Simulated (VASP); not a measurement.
Pb2O: single point with PBE

Pb2O:

```
Pb O
1.0
     5.45080    0.00000    0.00000
     0.00000    5.45080    0.00000
     0.00000    0.00000    5.45080
Pb O
4 2
Direct
  0.25000 0.25000 0.25000
  0.75000 0.75000 0.25000
  0.25000 0.75000 0.75000
  0.75000 0.25000 0.75000
  0.00000 0.00000 0.00000
  0.50000 0.50000 0.50000
```

```json
{"Program": "VASP 6.6.1", "Task": "single point", "Functional": "PBE", "Potentials or basis": "VASP PAW PBE potentials, release 64 (Pb_d, O)", "Cutoff": "520 eV", "k mesh": "5 × 5 × 5", "Occupations": "methfessel-paxton, width 0.05 eV", "Spin": "no spin polarisation"}
```

```yaml
Pressure: 0.7 GPa
Band_gap_on_the_k_mesh: zero (bands 34 and 35 overlap by 0.33 eV)
```

Levels at points of the mesh, in eV from the Fermi level:
```csv
k point,band 32,band 33,band 34,band 35,band 36,band 37
"(0.00, 0.00, 0.00)",-0.60,-0.60,-0.60,2.02,2.02,2.02
```

It took 66 s on 1 thread of Intel(R) Xeon(R) Platinum 8488C (Sapphire Rapids) (shared host), peak memory 0.27 GiB.

Caveat: semilocal functionals underestimate gaps, so a narrow gap can read as zero; spin-orbit coupling is left out, which moves the levels of the heavy elements.
